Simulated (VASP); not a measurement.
# SnSe2 (P-3m1) in VASP: further runs

Runs on SnSe2. Level: r2SCAN. Tasks: single point.

All numbers are computed with VASP 6.6.1; they aren't measurements. Logs are shortened: lines on timing, memory, paths and dates and some standing lists are left out, and cuts for length are marked.

### 1 The cell of the first run

Symmetry: P-3m1, No. 164, trigonal system. The conventional cell has a = 4.054 Å, b = 4.054 Å, c = 5.853 Å, α = 90.00°, β = 90.00°, γ = 120.00°. Within 3.6 Å of Sn (site symmetry -3m) lie 6 Se at 2.73 Å. Se (site symmetry 3m) has 3 Sn at 2.73 Å within 3.6 Å.

### 2 Single point, r2SCAN

Contents of POSCAR:

```
SnSe2
1.0
    4.0543612645      0.0000000000      0.0000000000
   -2.0271806323      3.5111798512      0.0000000000
    0.0000000000      0.0000000000      5.8534708460
Sn Se
1 2
Direct
    0.0000000000      0.0000000000      0.0000000000
    0.3333333333      0.6666666667      0.2412719747
    0.6666666667      0.3333333333      0.7587280253
```

Contents of INCAR.step1:

```
SYSTEM = SnSe2
ALGO = Normal ; EDIFF = 1E-4
ENCUT = 520 ; GGA = PE
ISMEAR = 0 ; LASPH = .True.
LCHARG = .False. ; LREAL = .False.
LWAVE = .True. ; NBANDS = 20
NELM = 100 ; PREC = Accurate
SIGMA = 0.05
```

Contents of INCAR.step2:

```
SYSTEM = SnSe2
ALGO = Normal ; EDIFF = 1E-6
ENCUT = 520 ; ISIF = 2
ISMEAR = 0 ; ISTART = 1
LASPH = .True. ; LCHARG = .False.
LMIXTAU = .True. ; LREAL = .False.
LWAVE = .False. ; METAGGA = R2SCAN
NBANDS = 20 ; NELM = 100
PREC = Accurate ; SIGMA = 0.05
```

Contents of KPOINTS:

```
k-points
0
Gamma
  12 12 6
  0 0 0
```

Potentials or basis: VASP PAW PBE potentials, release 64 (Sn_d, Se).

The run is started by

```
$ cat potpaw_PBE.64/Sn_d/POTCAR potpaw_PBE.64/Se/POTCAR > POTCAR
$ cp INCAR.step1 INCAR
$ mpirun -np 1 vasp_std > vasp.out
$ cp INCAR.step2 INCAR
$ mpirun -np 1 vasp_std > vasp.out
```

OUTCAR:

```text
SYSTEM = SnSe2
   EDIFF = 1E-6
   ENCUT = 520
   ISIF = 2
   ISMEAR = 0
   ISTART = 1
   LASPH = .True.
   LREAL = .False.
   METAGGA = R2SCAN
   NELM = 100
   PREC = Accurate

 ion  position               nearest neighbor table
   1  0.000  0.000  0.000-   2 2.73   3 2.73   3 2.73   2 2.73   3 2.73   2 2.73
   2  0.333  0.667  0.241-   1 2.73   1 2.73   1 2.73
   3  0.667  0.333  0.759-   1 2.73   1 2.73   1 2.73

  LATTYP: Found a hexagonal cell.
 ALAT       =     4.0543612645
 C/A-ratio  =     1.4437467369

  Lattice vectors:

 A1 = (   4.0543612645,   0.0000000000,   0.0000000000)
 A2 = (  -2.0271806323,   3.5111798512,   0.0000000000)
 A3 = (   0.0000000000,   0.0000000000,   5.8534708460)

Analysis of symmetry for initial positions (statically):
=====================================================================
 Subroutine PRICEL returns:
 Original cell was already a primitive cell.

 Routine SETGRP: Setting up the symmetry group for a
 hexagonal supercell.

 Subroutine GETGRP returns: Found 12 space group operations
 (whereof 12 operations were pure point group operations)
 out of a pool of 24 trial point group operations.

The static configuration has the point symmetry D_3d.

Analysis of symmetry for dynamics (positions and initial velocities):
=====================================================================
 Subroutine PRICEL returns:
 Original cell was already a primitive cell.

 Routine SETGRP: Setting up the symmetry group for a
 hexagonal supercell.

 Subroutine GETGRP returns: Found 12 space group operations
 (whereof 12 operations were pure point group operations)
 out of a pool of 24 trial point group operations.

The dynamic configuration has the point symmetry D_3d.

 Subroutine INISYM returns: Found 12 space group operations
 (whereof 12 operations are pure point group operations),
 and found     1 'primitive' translations

----------------------------------------------------------------------------------------

                                     Primitive cell

  volume of cell :      83.3276

  direct lattice vectors                    reciprocal lattice vectors
     4.054361264  0.000000000  0.000000000     0.246647976  0.142402275  0.000000000
    -2.027180632  3.511179851  0.000000000     0.000000000  0.284804551  0.000000000
     0.000000000  0.000000000  5.853470846     0.000000000  0.000000000  0.170838811

  length of vectors
     4.054361264  4.054361265  5.853470846     0.284804551  0.284804551  0.170838811

  position of ions in fractional coordinates (direct lattice)
     0.000000000  0.000000000  0.000000000
     0.333333333  0.666666667  0.241271975
     0.666666667  0.333333333  0.758728025

  ion indices of the primitive-cell ions
   primitive index   ion index
                 1           1
                 2           2
                 3           3

----------------------------------------------------------------------------------------

 KPOINTS: k-points

Automatic generation of k-mesh.
 Grid dimensions read from file:
 generate k-points for:   12   12    6

 Generating k-lattice:

  Cartesian coordinates                     Fractional coordinates (reciprocal lattice)
     0.020553998  0.011866856  0.000000000     0.083333333  0.000000000  0.000000000
     0.000000000  0.023733713  0.000000000     0.000000000  0.083333333  0.000000000
     0.000000000  0.000000000  0.028473135     0.000000000  0.000000000  0.166666667

  Length of vectors
     0.023733713  0.023733713  0.028473135

  Shift w.r.t. Gamma in fractional coordinates (k-lattice)
     0.000000000  0.000000000  0.000000000

 Subroutine IBZKPT returns following result:
 ===========================================

 Found    100 irreducible k-points:

 Following reciprocal coordinates:
            Coordinates               Weight
  0.000000  0.000000  0.000000      1.000000
  0.083333  0.000000  0.000000      6.000000
  0.166667  0.000000  0.000000      6.000000
  0.250000  0.000000  0.000000      6.000000
  0.333333  0.000000  0.000000      6.000000
  0.416667  0.000000  0.000000      6.000000
[... 16 lines left out ...]
  0.166667  0.000000  0.166667      6.000000
  0.000000  0.166667  0.166667      6.000000
 [... further k-points ...]
   k-points           NKPTS =    100   k-points in BZ     NKDIM =    100   number of bands    NBANDS=     20
   number of dos      NEDOS =    301   number of ions     NIONS =      3
   total plane-waves  NPLWV =  43200
   dimension x,y,z NGX =    30 NGY =   30 NGZ =   48
   dimension x,y,z NGXF=    60 NGYF=   60 NGZF=   96
   ions per type =               1   2
   NGX,Y,Z   is equivalent  to a cutoff of  12.30, 12.30, 13.63 a.u.
   NGXF,Y,Z  is equivalent  to a cutoff of  24.60, 24.60, 27.27 a.u.
 SYSTEM =  SnSe2
   PREC   = accura    normal or accurate (medium, high low for compatibility)
   ISTART =      1    job   : 0-new  1-cont  2-samecut
   ICHARG =      0    charge: 1-file 2-atom 10-const
   ISPIN  =      1    spin polarized calculation?
   LNONCOLLINEAR =      F non collinear calculations
   LSORBIT =      F    spin-orbit coupling
   LASPH  =      T    aspherical Exc in radial PAW
   ENCUT  =  520.0 eV  38.22 Ry    6.18 a.u.   7.54  7.54 10.88*2*pi/ulx,y,z
   NELM   =    100;   NELMIN=  2; NELMDL=  0     # of ELM steps
   EDIFF  = 0.1E-05   stopping-criterion for ELM
   LREAL  =      F    real-space projection
   EDIFFG = 0.1E-04   stopping-criterion for IOM
   NSW    =      0    number of steps for IOM
   IBRION =     -1    ionic relax: 0-MD 1-quasi-New 2-CG
   NFREE  =      0    steps in history (QN), initial steepest desc. (CG)
   ISIF   =      2    stress and relaxation
   ISYM   =      2    0-nonsym 1-usesym 2-fastsym
   POTIM  = 0.5000    time-step for ionic-motion
   TEBEG  =    0.0;   TEEND  =   0.0 temperature during run
   PSTRESS=    0.0 pullay stress
   NELECT =      26.0000    total number of electrons
   NUPDOWN=      -1.0000    fix difference up-down
   EMIN   =  10.00;   EMAX   =-10.00  energy-range for DOS
   EFERMI =   0.00;   METHOD = LEGACY
   ISMEAR =     0;   SIGMA  =   0.05  broadening in eV -4-tet -1-fermi 0-gaus
   EFERMI_NEDOS =   21; number of points for ismear=-14 and -15
   IALGO  =     38    algorithm
   IMIX   =      4    mixing-type and parameters
     AMIX     =   0.40;   BMIX     =  1.00
     AMIX_MAG =   1.60;   BMIX_MAG =  1.00
  volume/ion in A,a.u.               =      27.78       187.44
  Fermi-wavevector in a.u.,A,eV,Ry     =   1.110375  2.098304 16.775063  1.232932
  Thomas-Fermi vector in A             =   2.246926
   LORBIT       =      0    0 simple, 1 ext, 2 COOP (PROOUT), +10 PAW based schemes
   METAGGA = R2SCAN    functional components
   LHFCALC =     F    Hartree Fock is set to
   AEXX    =    0.0000 exact exchange contribution
   IVDW    =     0    specifies the selected vdW correction
   LEPSILON=     F    determine dielectric tensor
   LRPA    =     F    only Hartree local field effects (RPA)
 non-spin polarized calculation
 Gauss-broadening in eV      SIGMA  =   0.05
  energy-cutoff  :      520.00
  volume of cell :       83.33
 maximum number of plane-waves:      2264
   NGX = 15   NGY = 15   NGZ = 21

 number of electron      25.9999991 magnetization

 Free energy of the ion-electron system (eV)
  ---------------------------------------------------
  ext. energy  EPLUGINS =         0.00000000
  ---------------------------------------------------
  free energy    TOTEN  =       -54.40137373 eV

  energy without entropy =      -54.40126240  energy(sigma->0) =      -54.40131807

 E-fermi :   3.7302     XC(G=0):  -9.6370

 val. band max:        3.7286979100   @ k =   0.0000   0.0000   0.0000
 cond. band min:       4.2107587503   @ k =   0.0000   0.4167   0.3333
 fundamental gap:      0.4820608404
 Fermi energy:         3.7301974481

 k-point     1 :       0.0000    0.0000    0.0000
  band No.  band energies     occupation
      1     -18.7941      2.00000
      2     -18.7940      2.00000
      3     -18.7672      2.00000
      4     -18.7362      2.00000
      5     -18.7362      2.00000
      6     -10.9034      2.00000
[... 12 lines left out ...]
     19      12.2776      0.00000
     20      12.2776      0.00000

 k-point     2 :       0.0833    0.0000    0.0000
  band No.  band energies     occupation
      1     -18.7970      2.00000
      2     -18.7934      2.00000
      3     -18.7659      2.00000
      4     -18.7365      2.00000
      5     -18.7351      2.00000
      6     -10.8435      2.00000
[... 12 lines left out ...]
     19      12.3573      0.00000
     20      12.3640      0.00000

 k-point     3 :       0.1667    0.0000    0.0000
  band No.  band energies     occupation
      1     -18.8053      2.00000
      2     -18.7920      2.00000
      3     -18.7626      2.00000
      4     -18.7372      2.00000
      5     -18.7318      2.00000
      6     -10.6680      2.00000
[... 12 lines left out ...]
     19      11.9227      0.00000
     20      12.4866      0.00000

 k-point     4 :       0.2500    0.0000    0.0000
  band No.  band energies     occupation
      1     -18.8167      2.00000
      2     -18.7906      2.00000
      3     -18.7586      2.00000
      4     -18.7374      2.00000
      5     -18.7267      2.00000
      6     -10.3906      2.00000
[... 12 lines left out ...]
     19      11.3811      0.00000
     20      12.7013      0.00000

 k-point     5 :       0.3333    0.0000    0.0000
  band No.  band energies     occupation
      1     -18.8281      2.00000
      2     -18.7897      2.00000
      3     -18.7559      2.00000
      4     -18.7364      2.00000
      5     -18.7210      2.00000
      6     -10.0422      2.00000
[... 12 lines left out ...]
     19      11.7156      0.00000
     20      13.2977      0.00000
[... 353 lines left out ...]
      6     -10.8021      2.00000
[... 12 lines left out ...]
     19      12.3017      0.00000
     20      12.6033      0.00000

 k-point    22 :       0.0000    0.0833    0.1667
  band No.  band energies     occupation
      1     -18.7970      2.00000
      2     -18.7935      2.00000
      3     -18.7659      2.00000
      4     -18.7365      2.00000
      5     -18.7351      2.00000
      6     -10.8021      2.00000
[... 12 lines left out ...]
     19      12.0055      0.00000
     20      12.4653      0.00000

 k-point    23 :       0.1667    0.0000    0.1667
  band No.  band energies     occupation
      1     -18.8053      2.00000
      2     -18.7920      2.00000
      3     -18.7626      2.00000
      4     -18.7372      2.00000
      5     -18.7318      2.00000
      6     -10.6278      2.00000
[... 12 lines left out ...]
     19      12.2648      0.00000
     20      12.7543      0.00000

 k-point    24 :       0.0000    0.1667    0.1667
  band No.  band energies     occupation
      1     -18.8053      2.00000
      2     -18.7920      2.00000
      3     -18.7626      2.00000
      4     -18.7372      2.00000
      5     -18.7318      2.00000
      6     -10.6276      2.00000
[... 12 lines left out ...]
     19      12.0321      0.00000
     20      12.1231      0.00000

 [... further k-points ...]

------------------------ aborting loop because EDIFF is reached ----------------------------------------

  FORCE on cell =-STRESS in cart. coord.  units (eV):
  Direction    XX          YY          ZZ          XY          YZ          ZX
  --------------------------------------------------------------------------------------
  -------------------------------------------------------------------------------------
  Total       -1.5776903     -1.5776903      2.1754037      0.0000000     -0.0000000      0.0000000
  in kB      -30.3349545    -30.3349545     41.8274566      0.0000000     -0.0000000      0.0000000
  external PRESSURE =      -6.2808174 kB  Pullay stress =       0.0000000 kB

 VOLUME and BASIS-vectors are now :
 -----------------------------------------------------------------------------
  energy-cutoff  :      520.00
  volume of cell :       83.33
      direct lattice vectors                 reciprocal lattice vectors
     4.054361264  0.000000000  0.000000000     0.246647976  0.142402275  0.000000000
    -2.027180632  3.511179851  0.000000000     0.000000000  0.284804551  0.000000000
     0.000000000  0.000000000  5.853470846     0.000000000  0.000000000  0.170838811

 POSITION                                       TOTAL-FORCE (eV/Angst)
 -----------------------------------------------------------------------------------
      0.00000      0.00000      0.00000        -0.000000      0.000000      0.000000
     -0.00000      2.34079      1.41228        -0.000000      0.000000      0.719347
      2.02718      1.17039      4.44119         0.000000     -0.000000     -0.719347
 -----------------------------------------------------------------------------------
    total drift:                                0.000000     -0.000000      0.000000

  FREE ENERGIE OF THE ION-ELECTRON SYSTEM (eV)
  ---------------------------------------------------
  free  energy   TOTEN  =       -54.4013737302 eV

  energy  without entropy=      -54.4012624002  energy(sigma->0) =      -54.40131807
```

Wall time 5 min (1 thread of Intel Xeon 6975P-C (Granite Rapids), shared host); peak memory 0.32 GiB.

What came out:

```
Free energy   : -54.4014 eV
Pressure      : -0.6 GPa
Largest force : 0.719 eV/Å
```

Forces on the atoms (eV/Å):
```
Sn   0.000  0.000  0.000
Se   0.000  0.000  0.719
Se   0.000  0.000 -0.719
```

Levels at points of the mesh, in eV from the Fermi level:
```tsv
k point	band 11	band 12	band 13	band 14	band 15	band 16
(0.00, 0.00, 0.00)	-1.47	-1.47	-0.08	0.00	2.07	3.99
(0.50, 0.00, 0.00)	-2.98	-1.34	-0.95	0.58	3.50	5.33
(0.00, 0.00, 0.50)	-1.85	-1.30	-1.30	1.16	2.13	3.63
(0.50, 0.00, 0.50)	-2.05	-1.40	-1.35	0.83	3.98	5.53
```

Caveat: the PAW data sets were made with another functional, which shifts forces and pressure a little; spin-orbit coupling is left out, which moves the levels of the heavy elements.

[end of part 1 of 2]
